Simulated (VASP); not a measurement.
# HfN (P6_3/mmc) in VASP: notebook, part 2 of 2

VASP 6.6.1. The steps go on from the part before.

### 3 Single point, r2SCAN

POSCAR reads:

```
HfN
1.0
    3.1339100000      0.0000000000      0.0000000000
   -1.5669500000      2.7140400000      0.0000000000
    0.0000000000      0.0000000000      5.4167700000
Hf N
2 2
Direct
    0.6666666667      0.3333333333      0.7500000000
    0.3333333333      0.6666666667      0.2500000000
    0.0000000000      0.0000000000      0.0000000000
    0.0000000000      0.0000000000      0.5000000000
```

INCAR.step1 reads:

```
SYSTEM = HfN
  PREC = Accurate
  ENCUT = 520
  ISMEAR = -1
  SIGMA = 0.1
  LREAL = .FALSE.
  LASPH = .TRUE.
  NELM = 100
  NBANDS = 23
  GGA = PE
  ALGO = Normal
  EDIFF = 1E-4
  LWAVE = .TRUE.
  LCHARG = .FALSE.
```

INCAR.step2 reads:

```
SYSTEM = HfN
  PREC = Accurate
  ENCUT = 520
  EDIFF = 1E-6
  ISMEAR = -1
  SIGMA = 0.1
  LREAL = .FALSE.
  LASPH = .TRUE.
  NELM = 100
  ALGO = Normal
  ISIF = 2
  LWAVE = .FALSE.
  LCHARG = .TRUE.
  METAGGA = R2SCAN
  LMIXTAU = .TRUE.
  LELF = .TRUE.
  LVHAR = .TRUE.
  NBANDS = 23
  ISTART = 1
```

KPOINTS reads:

```
regular mesh
0
G
  10 10 5
  0 0 0
```

Potentials or basis: VASP PAW PBE potentials, release 64 (Hf_pv, N).

Launch:

```sh
$ cat potpaw_PBE.64/Hf_pv/POTCAR potpaw_PBE.64/N/POTCAR > POTCAR
$ cp INCAR.step1 INCAR
$ mpirun -np 1 vasp_std > vasp.out
$ cp INCAR.step2 INCAR
$ mpirun -np 1 vasp_std > vasp.out
```

OUTCAR:

```text
SYSTEM = HfN
   PREC = Accurate
   ENCUT = 520
   EDIFF = 1E-6
   ISMEAR = -1
   LREAL = .FALSE.
   LASPH = .TRUE.
   NELM = 100
   ISIF = 2
   METAGGA = R2SCAN
   ISTART = 1

 ion  position               nearest neighbor table
   1  0.667  0.333  0.750-   3 2.26   4 2.26   3 2.26   4 2.26   3 2.26   4 2.26   2 3.26   2 3.26
                             2 3.26   2 3.26   2 3.26   2 3.26
   2  0.333  0.667  0.250-   3 2.26   4 2.26   3 2.26   4 2.26   3 2.26   4 2.26   1 3.26   1 3.26
[... 823 lines left out ...]
     23      15.4300      0.00000

 [... further k-points ...]
[... 5 lines left out ...]
  --------------------------------------------------------------------------------------
  -------------------------------------------------------------------------------------
  Total       -0.0823838     -0.0823834     -0.0542793     -0.0000002      0.0000000      0.0000000
  in kB       -2.8648976     -2.8648857     -1.8875632     -0.0000053      0.0000000      0.0000000
  external PRESSURE =      -2.5391155 kB  Pullay stress =       0.0000000 kB

 VOLUME and BASIS-vectors are now :
 -----------------------------------------------------------------------------
  energy-cutoff  :      520.00
  volume of cell :       46.07
      direct lattice vectors                 reciprocal lattice vectors
     3.133910000  0.000000000  0.000000000     0.319090210  0.184226616  0.000000000
    -1.566950000  2.714040000  0.000000000     0.000000000  0.368454407  0.000000000
     0.000000000  0.000000000  5.416770000     0.000000000  0.000000000  0.184611863

 POSITION                                       TOTAL-FORCE (eV/Angst)
 -----------------------------------------------------------------------------------
      1.56696      0.90468      4.06258        -0.000000     -0.000000     -0.000000
      0.00000      1.80936      1.35419         0.000000      0.000000      0.000000
      0.00000      0.00000      0.00000         0.000000     -0.000000      0.000000
      0.00000      0.00000      2.70838         0.000000     -0.000000      0.000000
 -----------------------------------------------------------------------------------
    total drift:                               -0.000000      0.000000     -0.000000

  FREE ENERGIE OF THE ION-ELECTRON SYSTEM (eV)
  ---------------------------------------------------
  free  energy   TOTEN  =      -116.4111086101 eV

  energy  without entropy=     -116.3735159819  energy(sigma->0) =     -116.39231230
```

OUTCAR.step1:

```text
SYSTEM = HfN
   PREC = Accurate
   ENCUT = 520
   ISMEAR = -1
   LREAL = .FALSE.
   LASPH = .TRUE.
   NELM = 100
[... 856 lines left out ...]
      0.00000      1.80936      1.35419         0.000000      0.000000      0.000000
      0.00000      0.00000      0.00000         0.000000      0.000000      0.000000
      0.00000      0.00000      2.70838        -0.000000      0.000000      0.000000
 -----------------------------------------------------------------------------------
    total drift:                               -0.000000      0.000000     -0.000000

  FREE ENERGIE OF THE ION-ELECTRON SYSTEM (eV)
  ---------------------------------------------------
  free  energy   TOTEN  =       -43.4074461356 eV

  energy  without entropy=      -43.3698313435  energy(sigma->0) =      -43.38863874
```

OSZICAR.step1:

```text
N       E                     dE             d eps       ncg     rms          rms(c)
DAV:   1     0.107874865981E+03    0.10787E+03   -0.16466E+04  1932   0.130E+03
DAV:   2    -0.435789592662E+02   -0.15145E+03   -0.14386E+03  2491   0.312E+02
DAV:   3    -0.494874695854E+02   -0.59085E+01   -0.58536E+01  2515   0.491E+01
DAV:   4    -0.495390283710E+02   -0.51559E-01   -0.51526E-01  2198   0.500E+00
DAV:   5    -0.495397240888E+02   -0.69572E-03   -0.69564E-03  2667   0.468E-01    0.739E+01
DAV:   6    -0.435562669751E+02    0.59835E+01   -0.27140E+01  2358   0.270E+01    0.565E+01
DAV:   7    -0.434418095490E+02    0.11446E+00   -0.19272E+00  2270   0.843E+00    0.244E+01
DAV:   8    -0.434164424170E+02    0.25367E-01   -0.11897E-01  2449   0.241E+00    0.427E+00
DAV:   9    -0.434087461673E+02    0.76962E-02   -0.51101E-02  2310   0.122E+00    0.322E+00
DAV:  10    -0.434077999611E+02    0.94621E-03   -0.11783E-02  2347   0.659E-01    0.116E+00
DAV:  11    -0.434074445937E+02    0.35537E-03   -0.15584E-03  2391   0.251E-01    0.501E-02
DAV:  12    -0.434074461356E+02   -0.15418E-05   -0.74784E-05  1463   0.609E-02
   1 F= -.43407446E+02 E0= -.43388639E+02  d E =-.376148E-01
```

Wall time 92 s (1 thread of Intel Xeon Platinum 8488C (Sapphire Rapids), shared host); peak memory 0.19 GiB.

What came out:

```
Free energy            : -116.4111 eV
Pressure               : -0.3 GPa
Band gap on the k mesh : zero (band 15 reaches 9.57 eV, above the bottom of band 16 at 7.83 eV)
```

Caveat: the PAW data sets were made with another functional, which shifts forces and pressure a little; spin-orbit coupling is left out, which moves the levels of the heavy elements.
